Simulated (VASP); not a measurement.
**Mn: single point with PBE**

The system is Mn.

```
CELL_PARAMETERS angstrom
4.41851 0.00000 0.00000
0.00000 4.41851 0.00000
0.00000 0.00000 4.41851
ATOMIC_POSITIONS crystal
Mn 0.00000 0.00000 0.00000
Mn 0.50000 0.50000 0.50000
Mn 0.25000 0.00000 0.50000
Mn 0.75000 0.00000 0.50000
Mn 0.50000 0.25000 0.00000
Mn 0.50000 0.75000 0.00000
Mn 0.00000 0.50000 0.25000
Mn 0.00000 0.50000 0.75000
```

```yaml
Program: VASP 6.6.1
Task: single point
Functional: PBE
Potentials_or_basis: VASP PAW PBE potentials, release 64 (Mn_pv)
Cutoff: 520 eV
k_mesh: 6 × 6 × 6
Occupations: fermi-dirac, width 0.05 eV
Spin: collinear spin, ferromagnetic start
Starting_moments: "[3.0, 3.0, 3.0, 3.0, 3.0, 3.0, 3.0, 3.0] μB"
Dipole_correction: no
Further_INCAR_settings: ALGO = Normal; EDIFF = 1e-07; NBANDS = 66
```

```
Pressure                                              : 0.0 GPa
Net moment                                            : 0.57 μB per cell
Site moments                                          : Mn +0.12, +0.05 μB
Valence electrons inside the program's atomic spheres : Mn 12.01, 11.99
```

Levels at points of the mesh, in eV from the Fermi level:
Spin up:
| k point | band 51 | band 52 | band 53 | band 54 | band 55 | band 56 |
| --- | --- | --- | --- | --- | --- | --- |
| (0.00, 0.00, 0.00) | -0.02 | -0.02 | 0.08 | 0.08 | 0.08 | 0.32 |
| (0.50, 0.00, 0.00) | -0.42 | -0.42 | -0.21 | -0.21 | 0.26 | 0.26 |
| (0.50, 0.50, 0.00) | -0.54 | -0.12 | 0.19 | 0.32 | 0.33 | 0.45 |
| (0.50, 0.50, 0.50) | -0.10 | -0.10 | -0.10 | -0.10 | 0.87 | 0.87 |
Spin down:
```csv
k point,band 49,band 50,band 51,band 52,band 53,band 54,band 55,band 56
"(0.00, 0.00, 0.00)",-0.94,0.08,0.08,0.08,0.11,0.11,0.11,0.38
"(0.50, 0.00, 0.00)",-0.38,-0.38,-0.37,-0.37,-0.10,-0.10,0.35,0.35
"(0.50, 0.50, 0.00)",-0.66,-0.66,-0.50,-0.08,0.25,0.43,0.45,0.56
"(0.50, 0.50, 0.50)",-0.04,-0.04,-0.04,-0.04,-0.04,-0.04,0.97,0.97
```

It took 8 min on 1 thread of Intel(R) Xeon(R) Platinum 8375C CPU @ 2.90GHz (Ice Lake) (shared host), peak memory 0.33 GiB.
